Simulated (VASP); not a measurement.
# Ga (Cmcm) in VASP: single point with PBE+D3(BJ)

Aim: the single point of Ga with PBE+D3(BJ).

Program: VASP 6.6.1. These are calculated values, not measurements. Logs are shortened: lines on timing, memory, paths and dates and some standing lists are left out, and cuts for length are marked.

## Step 1: The cell of the first run

The structure is orthorhombic, space group Cmcm (No. 63). Conventional cell: a = 7.706 Å, b = 4.592 Å, c = 4.565 Å, α = 90.00°, β = 90.00°, γ = 90.00°. Ga (site symmetry m) has 7 Ga at 2.49 to 2.79 Å within 3.3 Å.

## Step 2: Single point, PBE+D3(BJ)

Contents of INCAR:

```
SYSTEM = Ga
  PREC = Accurate
  ENCUT = 520
  EDIFF = 1E-6
  ISMEAR = 0
  SIGMA = 0.1
  LREAL = .False.
  LASPH = .True.
  NELM = 60
  ALGO = Fast
  ISIF = 2
  LWAVE = .False.
  LCHARG = .False.
  GGA = PE
  IVDW = 12
  NBANDS = 34
```

Contents of KPOINTS:

```
regular mesh
0
Gamma
  10 10 10
  0 0 0
```

Contents of POSCAR:

```
Ga
1.0
    3.8530311712     -2.2958967994      0.0000000000
    3.8530311712      2.2958967994      0.0000000000
    0.0000000000      0.0000000000      4.5648303710
Ga
4
Direct
    0.9862874602      0.3371038018      0.2500000000
    0.3371038018      0.9862874602      0.7500000000
    0.0137125398      0.6628961982      0.7500000000
    0.6628961982      0.0137125398      0.2500000000
```

Potentials or basis: VASP PAW PBE potentials, release 64 (Ga_d).

Run with:

```
$ cat potpaw_PBE.64/Ga_d/POTCAR > POTCAR
$ mpirun -np 1 vasp_std > vasp.out
```

OUTCAR:

```text
SYSTEM = Ga
   PREC = Accurate
   ENCUT = 520
   EDIFF = 1E-6
   ISMEAR = 0
   LREAL = .False.
   LASPH = .True.
   NELM = 60
   ISIF = 2
   GGA = PE
   IVDW = 12
 IVDW          = 12

 ion  position               nearest neighbor table
   1  0.986  0.337  0.250-   4 2.49   4 2.67   4 2.67   3 2.74   3 2.74   2 2.79   2 2.79
   2  0.337  0.986  0.750-   3 2.49   3 2.67   3 2.67   4 2.74   4 2.74   1 2.79   1 2.79
   3  0.014  0.663  0.750-   2 2.49   2 2.67   2 2.67   1 2.74   1 2.74   4 2.79   4 2.79
   4  0.663  0.014  0.250-   1 2.49   1 2.67   1 2.67   2 2.74   2 2.74   3 2.79   3 2.79

  LATTYP: Found a base centered orthorhombic cell.
 ALAT       =     4.5917935988
 B/A-ratio  =     1.6782248977
 C/A-ratio  =     0.9941279530

  Lattice vectors:

 A1 = (  -3.8530311712,  -2.2958967994,   0.0000000000)
 A2 = (   3.8530311712,  -2.2958967994,   0.0000000000)
 A3 = (   0.0000000000,   0.0000000000,   4.5648303710)

Analysis of symmetry for initial positions (statically):
=====================================================================
 Subroutine PRICEL returns:
 Original cell was already a primitive cell.

 Routine SETGRP: Setting up the symmetry group for a
 base centered orthorhombic supercell.

 Subroutine GETGRP returns: Found  8 space group operations
 (whereof  4 operations were pure point group operations)
 out of a pool of  8 trial point group operations.

The static configuration has the point symmetry C_2h.
 The point group associated with its full space group is D_2h.

Analysis of symmetry for dynamics (positions and initial velocities):
=====================================================================
 Subroutine PRICEL returns:
 Original cell was already a primitive cell.

 Routine SETGRP: Setting up the symmetry group for a
 base centered orthorhombic supercell.

 Subroutine GETGRP returns: Found  8 space group operations
 (whereof  4 operations were pure point group operations)
 out of a pool of  8 trial point group operations.

The dynamic configuration has the point symmetry C_2h.
 The point group associated with its full space group is D_2h.

 Subroutine INISYM returns: Found  8 space group operations
 (whereof  4 operations are pure point group operations),
 and found     1 'primitive' translations

----------------------------------------------------------------------------------------

                                     Primitive cell

  volume of cell :      80.7625

  direct lattice vectors                    reciprocal lattice vectors
     3.853031171 -2.295896799  0.000000000     0.129767961 -0.217779824  0.000000000
     3.853031171  2.295896799  0.000000000     0.129767961  0.217779824  0.000000000
     0.000000000  0.000000000  4.564830371     0.000000000  0.000000000  0.219066191

  length of vectors
     4.485196910  4.485196910  4.564830371     0.253510898  0.253510898  0.219066191

  position of ions in fractional coordinates (direct lattice)
     0.986287460  0.337103802  0.250000000
     0.337103802  0.986287460  0.750000000
     0.013712540  0.662896198  0.750000000
     0.662896198  0.013712540  0.250000000

  ion indices of the primitive-cell ions
   primitive index   ion index
                 1           1
                 2           2
                 3           3
                 4           4

----------------------------------------------------------------------------------------

 KPOINTS: regular mesh

Automatic generation of k-mesh.
 Grid dimensions read from file:
 generate k-points for:   10   10   10

 Generating k-lattice:

  Cartesian coordinates                     Fractional coordinates (reciprocal lattice)
     0.012976796 -0.021777982  0.000000000     0.100000000 -0.000000000  0.000000000
     0.012976796  0.021777982  0.000000000    -0.000000000  0.100000000  0.000000000
     0.000000000  0.000000000  0.021906619     0.000000000  0.000000000  0.100000000

  Length of vectors
     0.025351090  0.025351090  0.021906619

  Shift w.r.t. Gamma in fractional coordinates (k-lattice)
     0.000000000  0.000000000  0.000000000

 Subroutine IBZKPT returns following result:
 ===========================================

 Found    186 irreducible k-points:

 Following reciprocal coordinates:
            Coordinates               Weight
  0.000000  0.000000  0.000000      1.000000
  0.100000 -0.000000  0.000000      4.000000
  0.200000 -0.000000  0.000000      4.000000
  0.300000  0.000000  0.000000      4.000000
  0.400000  0.000000  0.000000      4.000000
  0.500000  0.000000  0.000000      2.000000
[... 16 lines left out ...]
  0.300000  0.300000  0.000000      2.000000
  0.400000  0.300000  0.000000      4.000000
 [... further k-points ...]
   k-points           NKPTS =    186   k-points in BZ     NKDIM =    186   number of bands    NBANDS=     34
   number of dos      NEDOS =    301   number of ions     NIONS =      4
   total plane-waves  NPLWV =  46656
   dimension x,y,z NGX =    36 NGY =   36 NGZ =   36
   dimension x,y,z NGXF=    72 NGYF=   72 NGZF=   72
   ions per type =               4
   NGX,Y,Z   is equivalent  to a cutoff of  13.34, 13.34, 13.11 a.u.
   NGXF,Y,Z  is equivalent  to a cutoff of  26.69, 26.69, 26.22 a.u.
 SYSTEM =  Ga
   PREC   = accura    normal or accurate (medium, high low for compatibility)
   ISTART =      0    job   : 0-new  1-cont  2-samecut
   ICHARG =      2    charge: 1-file 2-atom 10-const
   ISPIN  =      1    spin polarized calculation?
   LNONCOLLINEAR =      F non collinear calculations
   LSORBIT =      F    spin-orbit coupling
   LASPH  =      T    aspherical Exc in radial PAW
   ENCUT  =  520.0 eV  38.22 Ry    6.18 a.u.   8.34  8.34  8.49*2*pi/ulx,y,z
   NELM   =     60;   NELMIN=  2; NELMDL= -5     # of ELM steps
   EDIFF  = 0.1E-05   stopping-criterion for ELM
   LREAL  =      F    real-space projection
   EDIFFG = 0.1E-04   stopping-criterion for IOM
   NSW    =      0    number of steps for IOM
   IBRION =     -1    ionic relax: 0-MD 1-quasi-New 2-CG
   NFREE  =      0    steps in history (QN), initial steepest desc. (CG)
   ISIF   =      2    stress and relaxation
   ISYM   =      2    0-nonsym 1-usesym 2-fastsym
   POTIM  = 0.5000    time-step for ionic-motion
   TEBEG  =    0.0;   TEEND  =   0.0 temperature during run
   PSTRESS=    0.0 pullay stress
   NELECT =      52.0000    total number of electrons
   NUPDOWN=      -1.0000    fix difference up-down
   EMIN   =  10.00;   EMAX   =-10.00  energy-range for DOS
   EFERMI =   0.00;   METHOD = LEGACY
   ISMEAR =     0;   SIGMA  =   0.10  broadening in eV -4-tet -1-fermi 0-gaus
   EFERMI_NEDOS =   21; number of points for ismear=-14 and -15
   IALGO  =     68    algorithm
   IMIX   =      4    mixing-type and parameters
     AMIX     =   0.40;   BMIX     =  1.00
     AMIX_MAG =   1.60;   BMIX_MAG =  1.00
  volume/ion in A,a.u.               =      20.19       136.25
  Fermi-wavevector in a.u.,A,eV,Ry     =   1.413642  2.671396 27.189661  1.998384
  Thomas-Fermi vector in A             =   2.535266
   LORBIT       =      0    0 simple, 1 ext, 2 COOP (PROOUT), +10 PAW based schemes
   GGA     = PE    functional components
   LHFCALC =     F    Hartree Fock is set to
   AEXX    =    0.0000 exact exchange contribution
   IVDW    =    12    specifies the selected vdW correction
   LEPSILON=     F    determine dielectric tensor
   LRPA    =     F    only Hartree local field effects (RPA)
 non-spin polarized calculation
 RMM-DIIS sequential band-by-band and
 Gauss-broadening in eV      SIGMA  =   0.10
  energy-cutoff  :      520.00
  volume of cell :       80.76
 maximum number of plane-waves:      2203
 NGX is ok and might be reduce to    36
   NGX = 17   NGY = 17   NGZ = 17

 number of electron      52.0000010 magnetization

 Free energy of the ion-electron system (eV)
  ---------------------------------------------------
  ext. energy  EPLUGINS =         0.00000000
  ---------------------------------------------------
  free energy    TOTEN  =       -11.58007841 eV

  energy without entropy =      -11.57622466  energy(sigma->0) =      -11.57815153

 E-fermi :   4.7344     XC(G=0): -10.4367

 val. band max:        4.7288270083   @ k =   0.4000   0.1000   0.0000
 cond. band min:       4.7801465777   @ k =   0.0000   0.0000   0.5000
 fundamental gap:      0.0513195694
 Fermi energy:         4.7343838670

 k-point     1 :       0.0000    0.0000    0.0000
  band No.  band energies     occupation
      1     -10.3700      2.00000
      2     -10.3503      2.00000
      3     -10.3279      2.00000
      4     -10.2890      2.00000
      5     -10.2202      2.00000
      6     -10.2110      2.00000
[... 26 lines left out ...]
     33      11.0588      0.00000
     34      11.0658      0.00000

 k-point     2 :       0.1000   -0.0000    0.0000
  band No.  band energies     occupation
      1     -10.3664      2.00000
      2     -10.3457      2.00000
      3     -10.3315      2.00000
      4     -10.2966      2.00000
      5     -10.2452      2.00000
      6     -10.2367      2.00000
[... 26 lines left out ...]
     33      10.8327      0.00000
     34      11.8301      0.00000

 k-point     3 :       0.2000   -0.0000    0.0000
  band No.  band energies     occupation
      1     -10.3561      2.00000
      2     -10.3436      2.00000
      3     -10.3319      2.00000
      4     -10.3143      2.00000
      5     -10.2828      2.00000
      6     -10.2542      2.00000
[... 26 lines left out ...]
     33      10.9230      0.00000
     34      11.7069      0.00000
[... 704 lines left out ...]
 k-point    23 :       0.3000    0.3000    0.0000
  band No.  band energies     occupation
      1     -10.3917      2.00000
      2     -10.3724      2.00000
      3     -10.3046      2.00000
      4     -10.2991      2.00000
      5     -10.2984      2.00000
      6     -10.2749      2.00000
[... 26 lines left out ...]
     33      10.2870      0.00000
     34      12.1217      0.00000

 k-point    24 :       0.4000    0.3000    0.0000
  band No.  band energies     occupation
      1     -10.4072      2.00000
      2     -10.3711      2.00000
      3     -10.3421      2.00000
      4     -10.2820      2.00000
      5     -10.2773      2.00000
      6     -10.2697      2.00000
[... 26 lines left out ...]
     33      11.4339      0.00000
     34      12.4459      0.00000

 [... further k-points ...]

------------------------ aborting loop because EDIFF is reached ----------------------------------------

 Edisp (eV)   -1.14391

 E8    (eV) :    -0.5378

  FORCE on cell =-STRESS in cart. coord.  units (eV):
  Direction    XX          YY          ZZ          XY          YZ          ZX
  --------------------------------------------------------------------------------------
  -------------------------------------------------------------------------------------
  Total       0.00510    -0.02025    -0.01502     0.00000    -0.00000     0.00000
  in kB       0.10119    -0.40173    -0.29803     0.00000    -0.00000     0.00000
  external pressure =       -0.20 kB  Pullay stress =        0.00 kB

 VOLUME and BASIS-vectors are now :
 -----------------------------------------------------------------------------
  energy-cutoff  :      520.00
  volume of cell :       80.76
      direct lattice vectors                 reciprocal lattice vectors
     3.853031171 -2.295896799  0.000000000     0.129767961 -0.217779824  0.000000000
     3.853031171  2.295896799  0.000000000     0.129767961  0.217779824  0.000000000
     0.000000000  0.000000000  4.564830371     0.000000000  0.000000000  0.219066191

 POSITION                                       TOTAL-FORCE (eV/Angst)
 -----------------------------------------------------------------------------------
      5.09907     -1.49046      1.14121         0.001477      0.001180      0.000000
      5.09907      1.49046      3.42362         0.001477     -0.001180      0.000000
      2.60699      1.49046      3.42362        -0.001477     -0.001180      0.000000
      2.60699     -1.49046      1.14121        -0.001477      0.001180     -0.000000
 -----------------------------------------------------------------------------------
    total drift:                                0.000000      0.000000      0.000000

  FREE ENERGIE OF THE ION-ELECTRON SYSTEM (eV)
  ---------------------------------------------------
  free  energy   TOTEN  =       -12.7239922307 eV

  energy  without entropy=      -12.7201384809  energy(sigma->0) =      -12.72206536
```

Run time: 7.3 min. Hardware: 1 thread of Intel Xeon Platinum 8259CL at 2.50GHz (Skylake/Cascade Lake), shared host; peak memory 0.47 GiB.

What came out:

```
Free energy                : -12.7240 eV
Pressure                   : 0.0 GPa
Band gap on the k mesh     : zero (bands 26 and 27 overlap by 0.82 eV)
Dispersion energy per atom : -0.286 eV
```

Levels at points of the mesh, in eV from the Fermi level:
```tsv
k point	band 22	band 23	band 24	band 25	band 26	band 27	band 28	band 29	band 30	band 31
(0.00, 0.00, 0.00)	-4.20	-3.25	-2.23	-1.96	-1.00	0.86	1.14	2.50	4.52	4.87
(0.50, 0.00, 0.00)	-8.10	-3.22	-3.13	-1.22	-0.38	-0.27	-0.09	3.54	4.30	5.73
(0.50, 0.50, 0.00)	-7.18	-4.21	-2.67	-1.91	-1.75	0.45	1.22	3.44	3.71	5.13
(0.00, 0.00, 0.50)	-9.08	-0.45	-0.45	-0.21	-0.21	0.05	0.05	2.96	2.96	3.13
(0.50, 0.00, 0.50)	-7.26	-6.06	-6.06	-1.47	-1.47	0.86	0.86	6.75	6.75	8.14
(0.50, 0.50, 0.50)	-7.43	-5.54	-5.54	-1.89	-1.89	0.25	0.25	6.80	6.80	7.73
```
